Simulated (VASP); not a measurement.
Wanted: the native input for a VASP 6.6.1 run.

```yaml
Task: single point
Functional: PBEsol
Potentials_or_basis: VASP PAW PBE potentials, release 64 (Os)
Cutoff: 520 eV
k_mesh: 18 × 18 × 12
Occupations: gaussian, width 0.15 eV
Spin: no spin polarisation
Dipole_correction: no
Further_INCAR_settings: ALGO = Normal; EDIFF = 1e-06; NBANDS = 15
```

The structure of Os lies in POSCAR:

```
Os
1.0
    2.7340999755      0.0000000000      0.0000000000
   -1.3670499878      2.3678000353      0.0000000000
    0.0000000000      0.0000000000      3.6717450000
Os
2
Direct
    0.3333333333      0.6666666667      0.2500000000
    0.6666666667      0.3333333333      0.7500000000
```

This cell differs from its parent crystal: strain -0.1500 x Voigt [0, 0, 1, 0, 0, 0].

These files were run (other wordings do the same):

INCAR

```
SYSTEM = Os
ALGO = Normal ; EDIFF = 1E-6
ENCUT = 520 ; GGA = PS
ISIF = 2 ; ISMEAR = 0
LASPH = .True. ; LCHARG = .False.
LREAL = .False. ; LWAVE = .False.
NBANDS = 15 ; NELM = 100
PREC = Accurate ; SIGMA = 0.15
```

KPOINTS

```
k-points
0
Gamma
  18 18 12
  0 0 0
```

Potentials or basis: VASP PAW PBE potentials, release 64 (Os).

Launch:

```sh
$ cat potpaw_PBE.64/Os/POTCAR > POTCAR
$ mpirun -np 1 vasp_std > vasp.out
```

Results of the run:

```json
{"Pressure": "124.0 GPa", "Band gap on the k mesh": "zero (band 8 reaches 14.59 eV, above the bottom of band 9 at 10.28 eV)"}
```

Caveat: the cell differs from its parent crystal (strain -0.1500 x Voigt [0, 0, 1, 0, 0, 0]); the PAW data sets were made with another functional, which shifts forces and pressure a little; spin-orbit coupling is left out, which moves the levels of the heavy elements.

It took 25 s on 1 thread of Intel(R) Xeon(R) 6975P-C (Granite Rapids), on a shared host, peak memory 0.19 GiB.
